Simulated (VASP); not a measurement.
# SbPb16O31 (a cell with a defect) (Plattnerite) in VASP: single point with PBE

Aim: the single point of SbPb16O31 (a cell with a defect) (Plattnerite) with PBE.

Program: VASP 6.6.1. These are calculated values, not measurements. Logs are shortened: lines on timing, memory, paths and dates and some standing lists are left out, and cuts for length are marked.

**1. The cell of the first run**

The cell holds a defect, 48 atoms: a = 8.814 Å, b = 8.814 Å, c = 8.814 Å, α = 106.10°, β = 136.46°, γ = 89.87°.

**2. Single point, PBE**

The input, INCAR:

```
SYSTEM = SbPb16O31
PREC     = Accurate       ! precision mode
ENCUT    = 520            ! plane-wave cutoff, eV
EDIFF    = 1E-7           ! SCF threshold, eV
ISMEAR   = -1             ! smearing method
SIGMA    = 0.01           ! smearing width, eV
LREAL    = Auto         
LASPH    = .True.         ! aspherical terms in the spheres
NELM     = 100            ! most SCF steps
ALGO     = Normal         ! electronic algorithm
ISIF     = 2              ! what is computed and relaxed
LWAVE    = .False.        ! write WAVECAR
LCHARG   = .False.        ! write CHGCAR
GGA      = PE             ! functional
NELECT   = 416.0        
NBANDS   = 238            ! bands
```

The input, KPOINTS:

```
Automatic mesh
0
Gamma
  3 3 3
  0 0 0
```

The input, POSCAR:

```
SbPb16O31
1.0
   -5.2980000000      3.2690000000      6.2390000000
    5.2980000000     -3.2690000000      6.2390000000
    5.2980000000      3.2690000000     -6.2390000000
Pb Sb O
16 1 31
Direct
    0.6074846487      0.5856428960      0.2281582473
    0.0678765152      0.0708007804      0.2529242652
    0.0631712519      0.5627095534      0.7495383015
    0.5719374692      0.0826062545      0.7606687853
    0.4244821040      0.4221752835      0.7354359034
    0.9312942641      0.9193035541      0.7485359086
    0.9367393801      0.4221752835      0.2476931794
    0.4207676455      0.9193035541      0.2380092900
    0.4296332583      0.7235438299      0.5439105716
    0.9300648031      0.1823018408      0.5022370377
    0.9272273480      0.6781591031      0.0009317551
    0.4273551734      0.1861285836      0.0087734102
    0.5722044825      0.2970308511      0.5015320723
    0.0707355334      0.8248633383      0.5029139584
    0.0454987788      0.2970308511      0.9748263686
    0.5719493799      0.8248633383      1.0041278049
    0.4341123984      0.5018436474      0.3177312491
    0.9113287234      0.9691395352      0.3078108118
    0.9078526281      0.4582580977      0.8004054696
    0.4142900410      0.9697473412      0.8054573002
    0.5900901380      0.5461926576      0.7136834198
    0.0895743643      0.0370016859      0.7020304404
    0.0825092378      0.5461926576      0.2061025195
    0.5849712455      0.0370016859      0.1974273216
    0.5935534192      0.8947378578      0.5511844385
    0.0895383683      0.3875945148      0.5480561465
    0.0833778445      0.8854477632      0.0520699187
    0.5918119795      0.3743074546      0.0324954751
    0.4031985045      0.0957126844      0.4443511489
    0.9405661853      0.6092852011      0.4655623557
    0.9013615356      0.0957126844      0.9425141799
    0.3937228454      0.6092852011      0.9187190159
    0.7228375952      0.3474581755      0.3830714479
    0.1985072267      0.8601191552      0.3811093643
    0.2143867276      0.3474581755      0.8746205803
    0.7290097909      0.8601191552      0.9116119285
    0.2862313238      0.6615059430      0.6252746192
    0.7824228933      0.1374003411      0.6049774478
    0.7817351639      0.6550510608      0.1233158969
    0.2744732611      0.1261390840      0.1016658229
    0.7956966860      0.6674633865      0.6486088072
    0.2823150816      0.1718415523      0.6319874009
    0.2688545793      0.6674633865      0.1217667005
    0.7898541514      0.1718415523      0.1395264707
    0.2134276574      0.3241497508      0.3607220934
    0.7218999295      0.8386741144      0.3667741848
    0.7170764689      0.3245817645      0.8575052956
    0.2109899685      0.8226338368      0.8616438683
```

Potentials or basis: VASP PAW PBE potentials, release 64 (Pb_d, Sb, O).

Launch:

```
> cat potpaw_PBE.64/Pb_d/POTCAR potpaw_PBE.64/Sb/POTCAR potpaw_PBE.64/O/POTCAR > POTCAR
> mpirun -np 1 vasp_std > vasp.out
```

OUTCAR:

```text
SYSTEM = SbPb16O31
   PREC = Accurate
   ENCUT = 520
   EDIFF = 1E-7
   ISMEAR = -1
   LREAL = Auto
   LASPH = .True.
   NELM = 100
   ISIF = 2
   GGA = PE
   NELECT = 416.0

 ion  position               nearest neighbor table
   1  0.607  0.586  0.228-  32 1.97  30 1.97  46 2.05  28 2.08  17 2.36  39 2.44  41 2.57  43 2.57
                            33 2.62  35 2.62  14 3.14  16 3.14   5 3.15   7 3.15  12 3.23   3 3.32
   2  0.068  0.071  0.253-  18 2.04  29 2.05  31 2.05  27 2.14  45 2.15  44 2.17  42 2.17  36 2.31
                            34 2.31  40 3.04  10 3.15  11 3.20   4 3.27   4 3.27   5 3.30   7 3.30
   3  0.063  0.563  0.750-  19 2.01  32 2.06  30 2.06  43 2.15  41 2.15  26 2.16  48 2.19  35 2.37
                            33 2.37  10 3.10  11 3.16   1 3.32   1 3.32   8 3.35   6 3.35   5 3.49
   4  0.572  0.083  0.761-  20 2.02  29 2.04  31 2.04  47 2.08  44 2.17  42 2.17  25 2.24  36 2.51
                            34 2.51  28 2.89   9 2.90  12 3.19   7 3.26   5 3.26   2 3.27   2 3.27
   5  0.424  0.422  0.735-  21 1.97  26 2.05  28 2.05  42 2.12  32 2.13  45 2.15  47 2.24  37 2.51
                            39 2.52  35 3.02  13 3.13   1 3.15   7 3.19   4 3.26  16 3.28   2 3.30
   6  0.931  0.919  0.749-  25 2.05  22 2.06  27 2.07  41 2.13  31 2.14  48 2.17  46 2.22  40 2.32
                            38 2.44  15 3.08  14 3.12   8 3.20   8 3.34   3 3.35   1 3.38   2 3.46
   7  0.937  0.422  0.248-  23 1.97  26 2.05  28 2.05  44 2.12  30 2.13  45 2.15  47 2.24  37 2.51
                            39 2.52  33 3.02  15 3.13   1 3.15   5 3.19   4 3.26  14 3.28   2 3.30
   8  0.421  0.919  0.238-  25 2.05  24 2.06  27 2.07  43 2.13  29 2.14  48 2.17  46 2.22  40 2.32
                            38 2.44  13 3.08  16 3.12   6 3.20   6 3.34   3 3.35   1 3.38   2 3.46
   9  0.430  0.724  0.544-  37 1.99  25 2.05  36 2.09  34 2.09  21 2.21  23 2.21  17 2.40  41 2.73
[... 17 lines left out ...]
  18  0.911  0.969  0.308-   2 2.04  14 2.06  16 2.06  10 2.07
  19  0.908  0.458  0.800-   3 2.01  13 2.09  15 2.09  11 2.14
  20  0.414  0.970  0.805-   4 2.02  14 2.08  16 2.08  12 2.16   9 2.78
  21  0.590  0.546  0.714-   5 1.97  11 2.02   9 2.21  13 2.37  17 2.55
  22  0.090  0.037  0.702-   6 2.06  12 2.07  14 2.09  10 2.09
  23  0.083  0.546  0.206-   7 1.97  11 2.02   9 2.21  15 2.37  17 2.55
  24  0.585  0.037  0.197-   8 2.06  12 2.07  16 2.09  10 2.09
  25  0.594  0.895  0.551-   9 2.05   8 2.05   6 2.05   4 2.24
  26  0.090  0.388  0.548-   5 2.05   7 2.05  10 2.05   3 2.16
  27  0.083  0.885  0.052-  11 2.02   8 2.07   6 2.07   2 2.14
  28  0.592  0.374  0.032-   5 2.05   7 2.05  12 2.07   1 2.08   4 2.89
  29  0.403  0.096  0.444-  13 2.01   4 2.04   2 2.05   8 2.14
  30  0.941  0.609  0.466-   1 1.97  14 2.04   3 2.06   7 2.13
  31  0.901  0.096  0.943-  15 2.01   4 2.04   2 2.05   6 2.14
  32  0.394  0.609  0.919-   1 1.97  16 2.04   3 2.06   5 2.13
  33  0.723  0.347  0.383-  10 2.15  12 2.16  13 2.31   3 2.37   1 2.62  17 2.64   7 3.02
  34  0.199  0.860  0.381-   9 2.09  14 2.11  11 2.22   2 2.31   4 2.51
  35  0.214  0.347  0.875-  10 2.15  12 2.16  15 2.31   3 2.37   1 2.62  17 2.64   5 3.02
  36  0.729  0.860  0.912-   9 2.09  16 2.11  11 2.22   2 2.31   4 2.51
  37  0.286  0.662  0.625-   9 1.99  14 2.17  16 2.17   5 2.51   7 2.51
  38  0.782  0.137  0.605-  15 2.12  13 2.12  10 2.14   6 2.44   8 2.44
  39  0.782  0.655  0.123-  14 2.19  16 2.19  11 2.23   1 2.44   7 2.52   5 2.52
  40  0.274  0.126  0.102-  12 2.15  15 2.29  13 2.29   6 2.32   8 2.32   2 3.04
  41  0.796  0.667  0.649-   6 2.13   3 2.15  17 2.23  11 2.37   1 2.57   9 2.73
  42  0.282  0.172  0.632-   5 2.12   4 2.17   2 2.17  10 2.42  12 2.51  14 3.02
  43  0.269  0.667  0.122-   8 2.13   3 2.15  17 2.23  11 2.37   1 2.57   9 2.73
  44  0.790  0.172  0.140-   7 2.12   4 2.17   2 2.17  10 2.42  12 2.51  16 3.02
  45  0.213  0.324  0.361-   2 2.15   7 2.15   5 2.15  13 2.46  15 2.46  17 2.79
  46  0.722  0.839  0.367-   1 2.05   8 2.22   6 2.22  16 2.37  14 2.37  10 2.97
  47  0.717  0.325  0.858-   4 2.08   7 2.24   5 2.24  13 2.30  15 2.30  11 3.03
  48  0.211  0.823  0.862-   6 2.17   8 2.17   3 2.19  14 2.43  16 2.43

  LATTYP: Found a body centered orthorhombic cell.
 ALAT       =     6.5380000000
 B/A-ratio  =     1.6206791068
 C/A-ratio  =     1.9085347201

  Lattice vectors:

 A1 = (   5.2980000000,   3.2690000000,   6.2390000000)
 A2 = (  -5.2980000000,  -3.2690000000,   6.2390000000)
 A3 = (   5.2980000000,  -3.2690000000,  -6.2390000000)

Analysis of symmetry for initial positions (statically):
=====================================================================
 Subroutine PRICEL returns:
 Original cell was already a primitive cell.

 Routine SETGRP: Setting up the symmetry group for a
 body centered orthorhombic supercell.

 Subroutine GETGRP returns: Found  2 space group operations
 (whereof  1 operations were pure point group operations)
 out of a pool of  8 trial point group operations.

The static configuration has the point symmetry C_1 .
 The point group associated with its full space group is C_1h.

[... 161 lines left out ...]
            Coordinates               Weight
  0.000000  0.000000  0.000000      1.000000
  0.333333 -0.000000  0.000000      4.000000
 -0.000000  0.333333  0.000000      2.000000
 -0.333333  0.000000  0.333333      2.000000
  0.333333  0.333333  0.000000      4.000000
  0.333333  0.000000  0.333333      4.000000
 -0.333333  0.333333  0.000000      4.000000
 -0.333333  0.333333  0.333333      2.000000
  0.333333 -0.333333  0.333333      2.000000
 -0.333333 -0.333333  0.333333      2.000000
   k-points           NKPTS =     10   k-points in BZ     NKDIM =     10   number of bands    NBANDS=    238
   number of dos      NEDOS =    301   number of ions     NIONS =     48
   total plane-waves  NPLWV = 343000
   dimension x,y,z NGX =    70 NGY =   70 NGZ =   70
   dimension x,y,z NGXF=   140 NGYF=  140 NGZF=  140
   ions per type =              16   1  31
   NGX,Y,Z   is equivalent  to a cutoff of  13.20, 13.20, 13.20 a.u.
   NGXF,Y,Z  is equivalent  to a cutoff of  26.41, 26.41, 26.41 a.u.
 SYSTEM =  SbPb16O31
   PREC   = accura    normal or accurate (medium, high low for compatibility)
   ISTART =      0    job   : 0-new  1-cont  2-samecut
   ICHARG =      2    charge: 1-file 2-atom 10-const
   ISPIN  =      1    spin polarized calculation?
   LNONCOLLINEAR =      F non collinear calculations
   LSORBIT =      F    spin-orbit coupling
   LASPH  =      T    aspherical Exc in radial PAW
   ENCUT  =  520.0 eV  38.22 Ry    6.18 a.u.  16.39 16.39 16.39*2*pi/ulx,y,z
   NELM   =    100;   NELMIN=  2; NELMDL= -5     # of ELM steps
   EDIFF  = 0.1E-06   stopping-criterion for ELM
   LREAL  =      T    real-space projection
   EDIFFG = 0.1E-05   stopping-criterion for IOM
   NSW    =      0    number of steps for IOM
   IBRION =     -1    ionic relax: 0-MD 1-quasi-New 2-CG
   NFREE  =      0    steps in history (QN), initial steepest desc. (CG)
   ISIF   =      2    stress and relaxation
   ISYM   =      2    0-nonsym 1-usesym 2-fastsym
   POTIM  = 0.5000    time-step for ionic-motion
   TEBEG  =    0.0;   TEEND  =   0.0 temperature during run
   PSTRESS=    0.0 pullay stress
   NELECT =     416.0000    total number of electrons
   NUPDOWN=      -1.0000    fix difference up-down
   EMIN   =  10.00;   EMAX   =-10.00  energy-range for DOS
   EFERMI =   0.00;   METHOD = LEGACY
   ISMEAR =    -1;   SIGMA  =   0.01  broadening in eV -4-tet -1-fermi 0-gaus
   EFERMI_NEDOS =   21; number of points for ismear=-14 and -15
   IALGO  =     38    algorithm
   IMIX   =      4    mixing-type and parameters
     AMIX     =   0.40;   BMIX     =  1.00
     AMIX_MAG =   1.60;   BMIX_MAG =  1.00
  volume/ion in A,a.u.               =       9.00        60.77
  Fermi-wavevector in a.u.,A,eV,Ry     =   1.616362  3.054481 35.546940  2.612626
  Thomas-Fermi vector in A             =   2.710961
   LORBIT       =      0    0 simple, 1 ext, 2 COOP (PROOUT), +10 PAW based schemes
   GGA     = PE    functional components
   LHFCALC =     F    Hartree Fock is set to
   AEXX    =    0.0000 exact exchange contribution
   IVDW    =     0    specifies the selected vdW correction
   LEPSILON=     F    determine dielectric tensor
   LRPA    =     F    only Hartree local field effects (RPA)
 non-spin polarized calculation
  energy-cutoff  :      520.00
  volume of cell :      432.22
 maximum number of plane-waves:     11668
 NGX is ok and might be reduce to    70
   NGX = 33   NGY = 33   NGZ = 33

 number of electron     416.0000010 magnetization

 Free energy of the ion-electron system (eV)
  ---------------------------------------------------
  ext. energy  EPLUGINS =         0.00000000
  ---------------------------------------------------
  free energy    TOTEN  =      -183.11234008 eV

  energy without entropy =     -183.11104006  energy(sigma->0) =     -183.11169007

 E-fermi :  13.3149     XC(G=0): -13.7064

 val. band max:       13.3125295889   @ k =  -0.0000   0.3333   0.0000
 cond. band min:      13.4029448025   @ k =  -0.3333   0.0000   0.3333
 fundamental gap:      0.0904152136
 Fermi energy:        13.3148668917

 k-point     1 :       0.0000    0.0000    0.0000
  band No.  band energies     occupation
      1     -10.2536      2.00000
      2      -9.3407      2.00000
      3      -8.9686      2.00000
      4      -8.8533      2.00000
      5      -8.7796      2.00000
      6      -8.5929      2.00000
[... 2219 lines left out ...]
    219      16.0379      0.00000
    220      16.2188      0.00000
 [bands above 220 left out]

------------------------ aborting loop because EDIFF is reached ----------------------------------------

  FORCE on cell =-STRESS in cart. coord.  units (eV):
  Direction    XX          YY          ZZ          XY          YZ          ZX
  --------------------------------------------------------------------------------------
  -------------------------------------------------------------------------------------
  Total      311.5255637    310.4859967    323.2507096      0.0000000      0.0000000     -1.7103421
  in kB     1154.7884233   1150.9348714   1198.2521524      0.0000000      0.0000000     -6.3400357
  external PRESSURE =    1167.9918157 kB  Pullay stress =       0.0000000 kB

 VOLUME and BASIS-vectors are now :
 -----------------------------------------------------------------------------
  energy-cutoff  :      520.00
  volume of cell :      432.22
      direct lattice vectors                 reciprocal lattice vectors
    -5.298000000  3.269000000  6.239000000     0.000000000  0.152951973  0.080141048
     5.298000000 -3.269000000  6.239000000     0.094375236  0.000000000  0.080141048
     5.298000000  3.269000000 -6.239000000     0.094375236  0.152951973  0.000000000

 POSITION                                       TOTAL-FORCE (eV/Angst)
 -----------------------------------------------------------------------------------
      1.09306      0.81725      6.02044         0.031653     -0.000000     -0.099357
      1.35549      0.81725     -0.71279        -0.011804      0.000000     -0.009880
      6.61761      0.81725     -0.77150        -0.015500     -0.000000     -0.005912
      1.43755      4.08625     -0.66211        -0.013017      0.000000     -0.024185
      3.88412      2.41168      0.69391         0.003031      0.001515      0.032505
      3.90222      2.48616      6.87576         0.009768     -0.010576      0.011374
[... 40 lines left out ...]
      2.46363      4.08625      1.14893         0.011043     -0.000000      0.032761
      7.80548      0.81725      1.07298        -0.022828      0.000000      0.029001
 -----------------------------------------------------------------------------------
    total drift:                                0.030427      0.000009     -0.002467

  FREE ENERGIE OF THE ION-ELECTRON SYSTEM (eV)
  ---------------------------------------------------
  free  energy   TOTEN  =      -183.1123400767 eV

  energy  without entropy=     -183.1110400583  energy(sigma->0) =     -183.11169007
```

Wall time 57 min (1 thread of Intel Xeon Platinum 8488C (Sapphire Rapids), shared host); peak memory 1.1 GiB.

Results:

- Free energy: -183.1123 eV
- Largest force: 0.121 eV/Å

Forces in eV/Å, atoms in the order of the input:
```
Pb   0.032  0.000 -0.099
Pb  -0.012  0.000 -0.010
Pb  -0.015  0.000 -0.006
Pb  -0.013  0.000 -0.024
Pb   0.003  0.002  0.033
Pb   0.010 -0.011  0.011
Pb   0.003 -0.002  0.033
Pb   0.010  0.011  0.011
Pb  -0.121  0.000 -0.006
Pb  -0.026  0.000  0.018
Pb  -0.008  0.000  0.026
Pb  -0.031  0.000  0.037
Pb   0.032 -0.059  0.011
Pb   0.012  0.010 -0.021
Pb   0.032  0.059  0.011
Pb   0.012 -0.010 -0.021
Sb   0.055  0.000 -0.001
O   -0.009  0.000  0.003
O    0.001  0.000  0.013
O   -0.008  0.000  0.004
O   -0.027 -0.023  0.016
O    0.012 -0.004 -0.011
O   -0.027  0.023  0.016
O    0.012  0.004 -0.011
O   -0.006  0.000  0.034
O    0.008  0.000 -0.018
O   -0.003  0.000 -0.009
O   -0.016  0.000 -0.024
O    0.001 -0.004  0.009
O    0.009  0.014  0.006
O    0.001  0.004  0.009
O    0.009 -0.014  0.006
O    0.046 -0.034  0.019
O    0.000 -0.011  0.025
O    0.046  0.034  0.019
O    0.000  0.011  0.025
O   -0.007  0.000 -0.047
O   -0.008  0.000 -0.027
O   -0.019  0.000 -0.036
O    0.021  0.000 -0.010
O   -0.017 -0.054 -0.044
O    0.023  0.000 -0.041
O   -0.017  0.054 -0.044
O    0.023  0.000 -0.041
O   -0.019  0.000  0.049
O    0.008  0.000  0.044
O    0.011  0.000  0.033
O   -0.023  0.000  0.029
```

Caveat: the k points lie up to 0.38 Å⁻¹ apart; the cell carries a net charge on a neutralising background, which shifts energy and pressure; the cell is charged against a uniform background, so pressure and absolute levels hang on convention; spin-orbit coupling is left out, which moves the levels of the heavy elements.
